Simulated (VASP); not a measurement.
# KBr (Pm-3m) in VASP: notebook

Aim: see how the results for KBr move with the level of theory and the settings. Levels: r2SCAN, PBE. Tasks: single point, relaxation of cell and atoms.

Everything below comes from runs of VASP 6.6.1. Logs are shortened: lines on timing, memory, paths and dates and some standing lists are left out, and cuts for length are marked.

## 1. The cell of the first run

It takes space group Pm-3m (No. 221, cubic). Conventional cell: a = 3.976 Å, b = 3.976 Å, c = 3.976 Å, α = 90.00°, β = 90.00°, γ = 90.00°. K (site symmetry m-3m) has 8 Br at 3.44 Å and 6 K at 3.98 Å within 4.5 Å. Within 4.5 Å of Br (site symmetry m-3m) lie 8 K at 3.44 Å and 6 Br at 3.98 Å.

## 2. Single point, r2SCAN

Input file POSCAR:

```
KBr
1.0
    3.9763218224      0.0000000000      0.0000000000
    0.0000000000      3.9763218224      0.0000000000
    0.0000000000      0.0000000000      3.9763218224
K Br
1 1
Direct
    0.0000000000      0.0000000000      0.0000000000
    0.5000000000      0.5000000000      0.5000000000
```

Input file INCAR.step1:

```
PREC     = Accurate       # precision mode
ENCUT    = 520            # plane-wave cutoff, eV
ISMEAR   = -1             # smearing method
SIGMA    = 0.02           # smearing width, eV
LREAL    = False          # projectors in reciprocal space
LASPH    = True           # aspherical terms in the spheres
NELM     = 60             # most SCF steps
NBANDS   = 15             # bands
GGA      = PE             # functional
ALGO     = Normal         # electronic algorithm
EDIFF    = 1E-4           # SCF threshold, eV
LWAVE    = True           # write WAVECAR
LCHARG   = False          # write CHGCAR
```

Input file INCAR.step2:

```
PREC     = Accurate       # precision mode
ENCUT    = 520            # plane-wave cutoff, eV
EDIFF    = 1E-7           # SCF threshold, eV
ISMEAR   = -1             # smearing method
SIGMA    = 0.02           # smearing width, eV
LREAL    = False          # projectors in reciprocal space
LASPH    = True           # aspherical terms in the spheres
NELM     = 60             # most SCF steps
ALGO     = Normal         # electronic algorithm
ISIF     = 2              # what is computed and relaxed
LWAVE    = False          # write WAVECAR
LCHARG   = True           # write CHGCAR
METAGGA  = R2SCAN         # meta-GGA
LMIXTAU  = True         
LELF     = True           # ELF
LVHAR    = True         
NBANDS   = 15             # bands
ISTART   = 1
```

Input file KPOINTS:

```
Automatic mesh
0
Gamma
  6 6 6
```

Potentials or basis: VASP PAW PBE potentials, release 64 (K_sv, Br).

Started as:

```
cat potpaw_PBE.64/K_sv/POTCAR potpaw_PBE.64/Br/POTCAR > POTCAR
cp INCAR.step1 INCAR
mpirun -np 1 vasp_std > vasp.out
cp INCAR.step2 INCAR
mpirun -np 1 vasp_std > vasp.out
```

OUTCAR:

```text
PREC = Accurate
   ENCUT = 520
   EDIFF = 1E-7
   ISMEAR = -1
   LREAL = False
   LASPH = True
   NELM = 60
   ISIF = 2
   METAGGA = R2SCAN
   ISTART = 1

 ion  position               nearest neighbor table
   1  0.000  0.000  0.000-
   2  0.500  0.500  0.500-

  LATTYP: Found a simple cubic cell.
 ALAT       =     3.9763218224

  Lattice vectors:

 A1 = (   3.9763218224,   0.0000000000,   0.0000000000)
 A2 = (   0.0000000000,   3.9763218224,   0.0000000000)
 A3 = (   0.0000000000,   0.0000000000,   3.9763218224)

Analysis of symmetry for initial positions (statically):
=====================================================================
 Subroutine PRICEL returns:
 Original cell was already a primitive cell.

 Routine SETGRP: Setting up the symmetry group for a
 simple cubic supercell.

 Subroutine GETGRP returns: Found 48 space group operations
 (whereof 48 operations were pure point group operations)
 out of a pool of 48 trial point group operations.

The static configuration has the point symmetry O_h .

Analysis of symmetry for dynamics (positions and initial velocities):
=====================================================================
 Subroutine PRICEL returns:
 Original cell was already a primitive cell.

 Routine SETGRP: Setting up the symmetry group for a
 simple cubic supercell.

 Subroutine GETGRP returns: Found 48 space group operations
 (whereof 48 operations were pure point group operations)
 out of a pool of 48 trial point group operations.

The dynamic configuration has the point symmetry O_h .

 Subroutine INISYM returns: Found 48 space group operations
 (whereof 48 operations are pure point group operations),
 and found     1 'primitive' translations

----------------------------------------------------------------------------------------

                                     Primitive cell

  volume of cell :      62.8702

  direct lattice vectors                    reciprocal lattice vectors
     3.976321822  0.000000000  0.000000000     0.251488699  0.000000000  0.000000000
     0.000000000  3.976321822  0.000000000     0.000000000  0.251488699  0.000000000
     0.000000000  0.000000000  3.976321822     0.000000000  0.000000000  0.251488699

  length of vectors
     3.976321822  3.976321822  3.976321822     0.251488699  0.251488699  0.251488699

[... 81 lines left out ...]
   ISIF   =      2    stress and relaxation
   ISYM   =      2    0-nonsym 1-usesym 2-fastsym
   POTIM  = 0.5000    time-step for ionic-motion
   TEBEG  =    0.0;   TEEND  =   0.0 temperature during run
   PSTRESS=    0.0 pullay stress
   NELECT =      16.0000    total number of electrons
   NUPDOWN=      -1.0000    fix difference up-down
   EMIN   =  10.00;   EMAX   =-10.00  energy-range for DOS
   EFERMI =   0.00;   METHOD = LEGACY
   ISMEAR =    -1;   SIGMA  =   0.02  broadening in eV -4-tet -1-fermi 0-gaus
   EFERMI_NEDOS =   21; number of points for ismear=-14 and -15
   IALGO  =     38    algorithm
   IMIX   =      4    mixing-type and parameters
     AMIX     =   0.40;   BMIX     =  1.00
     AMIX_MAG =   1.60;   BMIX_MAG =  1.00
  volume/ion in A,a.u.               =      31.44       212.13
  Fermi-wavevector in a.u.,A,eV,Ry     =   1.037449  1.960494 14.643948  1.076300
  Thomas-Fermi vector in A             =   2.171887
   LORBIT       =      0    0 simple, 1 ext, 2 COOP (PROOUT), +10 PAW based schemes
   METAGGA = R2SCAN    functional components
   LHFCALC =     F    Hartree Fock is set to
   AEXX    =    0.0000 exact exchange contribution
   IVDW    =     0    specifies the selected vdW correction
   LEPSILON=     F    determine dielectric tensor
   LRPA    =     F    only Hartree local field effects (RPA)
 non-spin polarized calculation
  energy-cutoff  :      520.00
  volume of cell :       62.87
 maximum number of plane-waves:      1743
 NGX is ok and might be reduce to    30
   NGX = 15   NGY = 15   NGZ = 15

 number of electron      15.9999996 magnetization

 Free energy of the ion-electron system (eV)
  ---------------------------------------------------
  ext. energy  EPLUGINS =         0.00000000
  ---------------------------------------------------
  free energy    TOTEN  =       -23.14366721 eV

  energy without entropy =      -23.14366721  energy(sigma->0) =      -23.14366721

 E-fermi :  -0.4507     XC(G=0):  -8.4209

 val. band max:       -0.8912146887   @ k =   0.5000   0.5000   0.0000
 cond. band min:       3.8796812269   @ k =   0.0000   0.0000   0.0000
 fundamental gap:      4.7708959156
 Fermi energy:        -0.4507049587

 k-point     1 :       0.0000    0.0000    0.0000
  band No.  band energies     occupation
      1     -30.6373      2.00000
      2     -14.2188      2.00000
      3     -13.2890      2.00000
      4     -13.2890      2.00000
      5     -13.2890      2.00000
      6      -1.1710      2.00000
      7      -1.1710      2.00000
      8      -1.1710      2.00000
      9       3.8797      0.00000
     10       5.4590      0.00000
     11       5.4590      0.00000
     12       9.6635      0.00000
     13       9.6635      0.00000
     14       9.6635      0.00000
[... 329 lines left out ...]
      2     -13.7751      2.00000
      3     -13.4120      2.00000
      4     -13.4120      2.00000
      5     -13.4120      2.00000
      6      -2.4513      2.00000
      7      -2.4513      2.00000
      8      -2.4513      2.00000
      9       7.2546      0.00000
     10       7.2546      0.00000
     11       7.2546      0.00000
     12       9.5229      0.00000
     13       9.5229      0.00000
     14       9.5229      0.00000
     15      11.2182      0.00000

------------------------ aborting loop because EDIFF is reached ----------------------------------------

  FORCE on cell =-STRESS in cart. coord.  units (eV):
  Direction    XX          YY          ZZ          XY          YZ          ZX
  --------------------------------------------------------------------------------------
  -------------------------------------------------------------------------------------
  Total       -0.0053917     -0.0053917     -0.0053917     -0.0000000      0.0000000     -0.0000000
  in kB       -0.1374008     -0.1374008     -0.1374008     -0.0000000      0.0000000     -0.0000000
  external PRESSURE =      -0.1374008 kB  Pullay stress =       0.0000000 kB

 VOLUME and BASIS-vectors are now :
 -----------------------------------------------------------------------------
  energy-cutoff  :      520.00
  volume of cell :       62.87
      direct lattice vectors                 reciprocal lattice vectors
     3.976321822  0.000000000  0.000000000     0.251488699  0.000000000  0.000000000
     0.000000000  3.976321822  0.000000000     0.000000000  0.251488699  0.000000000
     0.000000000  0.000000000  3.976321822     0.000000000  0.000000000  0.251488699

 POSITION                                       TOTAL-FORCE (eV/Angst)
 -----------------------------------------------------------------------------------
      0.00000      0.00000      0.00000         0.000000      0.000000      0.000000
      1.98816      1.98816      1.98816         0.000000      0.000000      0.000000
 -----------------------------------------------------------------------------------
    total drift:                                0.000000      0.000000     -0.000000

  FREE ENERGIE OF THE ION-ELECTRON SYSTEM (eV)
  ---------------------------------------------------
  free  energy   TOTEN  =       -23.1436672065 eV

  energy  without entropy=      -23.1436672065  energy(sigma->0) =      -23.14366721
```

OSZICAR.step1:

```text
N       E                     dE             d eps       ncg     rms          rms(c)
DAV:   1     0.100447314167E+03    0.10045E+03   -0.70192E+03   600   0.959E+02
DAV:   2    -0.526947057340E+00   -0.10097E+03   -0.94037E+02   783   0.234E+02
DAV:   3    -0.604369131590E+01   -0.55167E+01   -0.54865E+01   825   0.490E+01
DAV:   4    -0.626033819200E+01   -0.21665E+00   -0.21662E+00   893   0.818E+00
DAV:   5    -0.626234945953E+01   -0.20113E-02   -0.20112E-02   853   0.867E-01    0.280E+00
DAV:   6    -0.609447036593E+01    0.16788E+00   -0.14549E-01   733   0.223E+00    0.209E+00
DAV:   7    -0.606672079792E+01    0.27750E-01   -0.88444E-02   768   0.191E+00    0.986E-01
DAV:   8    -0.606949837914E+01   -0.27776E-02   -0.13150E-02   747   0.844E-01    0.103E-01
DAV:   9    -0.606969467074E+01   -0.19629E-03   -0.42089E-04   811   0.163E-01    0.771E-02
DAV:  10    -0.606983603965E+01   -0.14137E-03   -0.18345E-04   619   0.963E-02    0.127E-02
DAV:  11    -0.606983848714E+01   -0.24475E-05   -0.93915E-06   433   0.226E-02
   1 F= -.60698385E+01 E0= -.60698385E+01  d E =-.417359E-13
```

It took 64 s on 1 thread of Intel Xeon Platinum 8488C (Sapphire Rapids), shared host; peak memory 0.17 GiB.

What came out:

```
Free energy            : -23.1437 eV
Pressure               : 0.0 GPa
Band gap on the k mesh : 4.77 eV, indirect (least direct gap 5.05 eV)
```

Levels at points of the mesh, in eV from the valence-band top:
```tsv
k point	band 6	band 7	band 8	band 9	band 10	band 11
(0.00, 0.00, 0.00)	-0.28	-0.28	-0.28	4.77	6.35	6.35
(0.50, 0.00, 0.00)	-2.09	-0.26	-0.26	7.40	7.78	8.67
(0.50, 0.50, 0.00)	-1.50	-1.50	0.00	5.84	7.27	8.79
(0.50, 0.50, 0.50)	-1.56	-1.56	-1.56	8.15	8.15	8.15
```

Caveat: the PAW data sets were made with another functional, which shifts forces and pressure a little. r2SCAN opens gaps a little over a GGA but as a rule still falls short of measured ones.

## 3. Relaxation of cell and atoms, PBE

This run uses another cell than the first one, of 31.13 Å³/atom, 0.990 times its volume.

Input file INCAR:

```
SYSTEM = KBr
PREC     = Accurate       ! precision mode
ENCUT    = 600            ! plane-wave cutoff, eV
EDIFF    = 1E-7           ! SCF threshold, eV
ISMEAR   = -1             ! smearing method
SIGMA    = 0.02           ! smearing width, eV
LREAL    = .False.        ! projectors in reciprocal space
LASPH    = .True.         ! aspherical terms in the spheres
NELM     = 60             ! most SCF steps
ALGO     = Normal         ! electronic algorithm
ISIF     = 3              ! what is computed and relaxed
LWAVE    = .False.        ! write WAVECAR
LCHARG   = .False.        ! write CHGCAR
GGA      = PE             ! functional
IBRION   = 2              ! ionic algorithm
NSW      = 80             ! ionic steps
EDIFFG   = -0.005         ! ionic threshold
```

Input file KPOINTS:

```
regular mesh
0
Gamma
  6 6 6
  0 0 0
```

Input file POSCAR:

```
KBr
1.0
    3.9632347793      0.0000000000      0.0000000000
    0.0000000000      3.9632347793      0.0000000000
    0.0000000000      0.0000000000      3.9632347793
K Br
1 1
Direct
    0.0000000000      0.0000000000      0.0000000000
    0.5000000000      0.5000000000      0.5000000000
```

Potentials or basis: VASP PAW PBE potentials, release 64 (K_sv, Br).

Started as:

```
cat potpaw_PBE.64/K_sv/POTCAR potpaw_PBE.64/Br/POTCAR > POTCAR
mpirun -np 1 vasp_std > vasp.out
```

It took 38 s on 1 thread of Intel Xeon Platinum 8488C (Sapphire Rapids), shared host; peak memory 0.19 GiB.

It converged, with:

| Property | Result |
| --- | --- |
| Free energy | -6.0783 eV |
| Relaxed volume | 33.04 Å³/atom |
| Relaxed cell | a = 4.043 Å, b = 4.043 Å, c = 4.043 Å, α = 90.00°, β = 90.00°, γ = 90.00° |
| Space group after relaxing (to 0.05 Å) | Pm-3m (No. 221) |
| Energy gained by relaxing | 6.0 meV/atom |
| Ionic steps | 4 |
| Pressure after relaxing | 0.0 GPa |
| Band gap on the k mesh | 3.87 eV, indirect (least direct gap 4.13 eV) |

The path:
```csv
step,energy change (eV),largest force (eV/Å),pressure (GPa),volume (Å³)
1,0.0000,0.0000,1.07,62.25
2,-0.0092,0.0000,0.49,64.15
3,-0.0120,0.0000,-0.05,66.27
4,-0.0121,0.0000,0.00,66.07
```

Final structure:
```cif
data_structure
_symmetry_space_group_name_H-M 'P 1'
_symmetry_Int_Tables_number 1
_cell_length_a 4.0427
_cell_length_b 4.0427
_cell_length_c 4.0427
_cell_angle_alpha 90.000
_cell_angle_beta 90.000
_cell_angle_gamma 90.000
_cell_volume 66.07
loop_
_atom_site_label
_atom_site_type_symbol
_atom_site_fract_x
_atom_site_fract_y
_atom_site_fract_z
_atom_site_occupancy
K1 K 0.00000 0.00000 0.00000 1
Br1 Br 0.50000 0.50000 0.50000 1
```

Levels at points of the mesh, in eV from the valence-band top:
| k point | band 6 | band 7 | band 8 | band 9 | band 10 | band 11 |
| --- | --- | --- | --- | --- | --- | --- |
| (0.00, 0.00, 0.00) | -0.26 | -0.26 | -0.26 | 3.87 | 5.85 | 5.85 |
| (0.50, 0.00, 0.00) | -1.94 | -0.23 | -0.23 | 6.48 | 7.18 | 7.66 |
| (0.50, 0.50, 0.00) | -1.38 | -1.38 | 0.00 | 5.23 | 6.50 | 8.05 |
| (0.50, 0.50, 0.50) | -1.42 | -1.42 | -1.42 | 7.40 | 7.40 | 7.40 |

A k mesh can miss the band edges.
